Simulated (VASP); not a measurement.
A run of VASP 6.6.1 is set up as follows.

File INCAR:

```
SYSTEM = Ti5B7N12
ALGO = Normal ; EDIFF = 1E-6
ENCUT = 520 ; GGA = PE
GGA_COMPAT = .FALSE. ; ISIF = 2
ISMEAR = -1 ; ISYM = 0
LASPH = .TRUE. ; LCHARG = .FALSE.
LREAL = .FALSE. ; LWAVE = .FALSE.
NBANDS = 88 ; NELM = 120
PREC = Accurate ; SIGMA = 0.05
```

File KPOINTS:

```
Automatic mesh
0
Gamma
  1 1 1
  0.25 0.25 0.25
```

Contents of POSCAR:

```
Ti5B7N12
1.0
    6.0637790000     -0.1437410000      0.1403350000
   -0.1437410000      6.1871700000     -0.0470690000
    0.1403350000     -0.0470690000      6.1640550000
Ti N B
5 12 7
Direct
    0.2596710739      0.3344991631      0.3155751532
    0.7139224653      0.3400158651      0.4678032395
    0.5330037486      0.8293421592      0.4343715663
    0.2657874574      0.6383442115      0.7740466204
    0.6581971014      0.4725458020      0.0177250476
    0.8064735690      0.8323613701      0.5733706057
    0.6397231708      0.8024945747      0.0771613923
    0.3421171999      0.3865484165      0.9928083754
    0.5611668303      0.5348054058      0.6766296551
    0.5034367061      0.1397315063      0.3842250324
    0.9493721932      0.5136925520      0.7876190021
    0.3520644431      0.9872251004      0.8308956904
    0.7819018270      0.1290922204      0.9466987314
    0.9073248462      0.4936989047      0.2470048501
    0.2374305550      0.6526308608      0.4464844757
    1.0325509181      0.1899275593      0.5307143864
    0.0148767166      0.9008831010      0.2176486003
    0.7891708422      0.6376898888      0.6789297200
    0.0441115400      0.6836284192      0.3062229836
    0.8442528499      0.9500236268      0.0816021983
    0.9657783880      0.9874982151      0.4459491428
    0.2437206562      0.1896066169      0.8716930747
    0.9857025476      0.2457811365      0.7843974632
    0.5725665686      0.9686581037      0.9225407039
```

Potentials or basis: VASP PAW PBE potentials, release 64 (Ti_sv, N, B).

The run is started by

```bash
$ cat potpaw_PBE.64/Ti_sv/POTCAR potpaw_PBE.64/N/POTCAR potpaw_PBE.64/B/POTCAR > POTCAR
$ mpirun -np 1 vasp_std > vasp.out
```

**Question.** Predict the pressure.

**Answer.** -2.3 GPa.

**Question.** Predict the band gap on the k mesh.

**Answer.** Zero (an odd number of electrons rules out a gap without spin polarisation).

**Question.** Predict the largest force.

**Answer.** 3.026 eV/Å.

Forces on the atoms (eV/Å):
```
Ti   0.301  1.106 -0.641
Ti   1.609 -0.150 -0.351
Ti  -1.532  0.010 -1.324
Ti  -0.154  0.436  0.421
Ti   1.115  0.109  0.312
N    1.576  2.528 -0.527
N   -0.312  0.134 -0.430
N   -0.705 -1.141  0.491
N    0.485  0.276 -0.254
N   -1.069 -0.614 -0.383
N   -0.033 -0.502 -0.425
N    1.803 -1.102  0.383
N    0.183 -0.199 -1.349
N   -0.126 -0.079  0.240
N   -0.501 -0.221 -0.605
N   -1.751 -0.476  1.083
N    1.433  0.989  1.060
B    0.308 -0.656  1.227
B    0.304 -1.361 -0.453
B   -1.260 -0.409 -0.033
B   -0.755 -0.782  0.868
B    0.071  0.702  0.678
B   -0.297  0.362 -0.259
B   -0.692  1.038  0.273
```

Caveat: the k points lie up to 1.04 Å⁻¹ apart, too coarse for converged energies and pressures of a metal; the atoms stand as in a frame of molecular dynamics; an odd number of electrons without spin polarisation forces a metal; a magnetic or distorted state may lie lower.
